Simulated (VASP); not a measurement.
Write the native input for VASP 6.6.1 that does the following.

```yaml
Task: single point
Functional: PBE
Potentials_or_basis: VASP PAW PBE potentials, release 64 (Ge_d)
Cutoff: 520 eV
k_mesh: 2 × 2 × 2, shifted
Occupations: tetrahedron
Spin: no spin polarisation
Dipole_correction: no
Further_INCAR_settings: ALGO = Normal; EDIFF = 1e-07; NBANDS = 21
```

The structure of Ge lies in POSCAR:

```
Ge
1.0
   -2.4958980000      2.6508630000      1.4369470000
    2.4958980000     -2.6508630000      1.4369470000
    2.4958980000      2.6508630000     -1.4369470000
Ge
2
Direct
    0.1859430000      0.9359430000      0.2500000000
    0.8140570000      0.0640570000      0.7500000000
```

These files were run (other wordings do the same):

INCAR

```
PREC = Accurate
ENCUT = 520
EDIFF = 1E-7
ISMEAR = -5
SIGMA = 0.1
LREAL = F
LASPH = T
NELM = 80
ALGO = Normal
ISIF = 2
LWAVE = F
LCHARG = F
GGA = PE
NBANDS = 21
```

KPOINTS

```
Automatic mesh
0
Gamma
  2 2 2
  0.5 0.5 0.5
```

Potentials or basis: VASP PAW PBE potentials, release 64 (Ge_d).

Run with:

```sh
$ cat potpaw_PBE.64/Ge_d/POTCAR > POTCAR
$ mpirun -np 1 vasp_std > vasp.out
```

It gave:

```json
{
  "Pressure": "-6.0 GPa",
  "Largest force": "0.245 eV/Å",
  "Band gap on the k mesh": "zero (band 14 reaches 7.15 eV, above the bottom of band 15 at 5.22 eV)"
}
```

Caveat: the k points lie up to 1.26 Å⁻¹ apart; tetrahedron occupations give inexact forces and stress in metals.

It took 4.1 s on 1 thread of Intel(R) Xeon(R) 6975P-C (Granite Rapids), with other jobs on the host, peak memory 0.15 GiB.
